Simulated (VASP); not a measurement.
Os:

```
CELL_PARAMETERS angstrom
0.00000 1.92204 1.92204
1.92204 0.00000 1.92204
1.92204 1.92204 0.00000
ATOMIC_POSITIONS crystal
Os 0.00000 0.00000 0.00000
```

Base run:

```yaml
Program: VASP 6.6.1
Functional: PBE
Potentials_or_basis: VASP PAW PBE potentials, release 64 (Os)
Cutoff: 520 eV
k_mesh: 10 × 10 × 10
Occupations: gaussian, width 0.1 eV
Spin: no spin polarisation
```

Its results: band gap on the k mesh zero (band 4 reaches 11.50 eV, above the bottom of band 5 at 7.61 eV); pressure 4.2 GPa.

**Question.** After a change of settings the same cell gave: band gap on the k mesh zero (band 4 reaches 11.36 eV, above the bottom of band 5 at 6.85 eV); pressure -7.8 GPa. Which change was it?
A. k mesh from 10 × 10 × 10 to 3 × 3 × 3; further incar settings from ALGO = Fast; EDIFF = 1e-06; NBANDS = 10 to ALGO = Normal; EDIFF = 1e-06; NBANDS = 10
B. hubbard terms from none to Os d U = 5.6 eV, J = 0.69 eV
C. occupations from gaussian, width 0.1 eV to tetrahedron; further incar settings from ALGO = Fast; EDIFF = 1e-06; NBANDS = 10 to ALGO = Normal; EDIFF = 1e-07; NBANDS = 10
D. occupations from gaussian, width 0.1 eV to fermi-dirac, width 0.272114 eV; further incar settings from ALGO = Fast; EDIFF = 1e-06; NBANDS = 10 to ALGO = Fast; EDIFF = 1e-07; NBANDS = 10

**Answer.** B.

Caveats: spin-orbit coupling is left out, which moves the levels of the heavy elements; U without spin polarisation on a metal has little footing (some runs); the U is typed as a test and isn't derived for this compound (some runs).
